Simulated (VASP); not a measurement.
# Ca: single point with PBEsol

Crystal: Ca.

```
Ca
1.0
     4.28732    0.00000    0.00000
    -2.14366    3.71293    0.00000
     0.00000    0.00000    5.61877
Ca
2
Cartesian
  0.0000 2.4753 1.4047
  2.1437 1.2376 4.2141
```

This isn't the form of Ca at room conditions, which is fcc.

This cell differs from its parent crystal: ratio of the length along z to the lengths across it x 0.8, volume and fractional coordinates fixed.

```yaml
Program: VASP 6.6.1
Task: single point
Functional: PBEsol
Potentials_or_basis: VASP PAW PBE potentials, release 64 (Ca_sv)
Cutoff: 520 eV
k_mesh: 18 × 18 × 8
Occupations: gaussian, width 0.15 eV
Spin: no spin polarisation
```

The pressure is -1.0 GPa and the band gap on the k mesh is zero (bands 10 and 11 overlap by 0.52 eV).

Stress tensor (GPa, compression positive):
```
-2.35  0.00  0.00
 0.00 -2.35  0.00
 0.00  0.00  1.72
```

Levels at points of the mesh, in eV from the Fermi level:
```
           k point  band 8  band 9  band 10  band 11  band 12  band 13
(0.00, 0.00, 0.00)  -22.98   -3.92    -0.42     0.91     1.97     1.97
(0.50, 0.00, 0.00)  -22.99   -1.47    -0.98     0.26     0.55     1.64
(0.00, 0.00, 0.50)  -23.01   -2.61    -2.61     1.75     1.75     1.75
(0.50, 0.00, 0.50)  -22.99   -0.67    -0.67    -0.01    -0.01     1.77
```

Run time: 110 s on 1 thread of Intel(R) Xeon(R) 6975P-C (Granite Rapids), on a shared host, peak memory 0.37 GiB.

Caveat: the PAW data sets were made with another functional, which shifts forces and pressure a little.
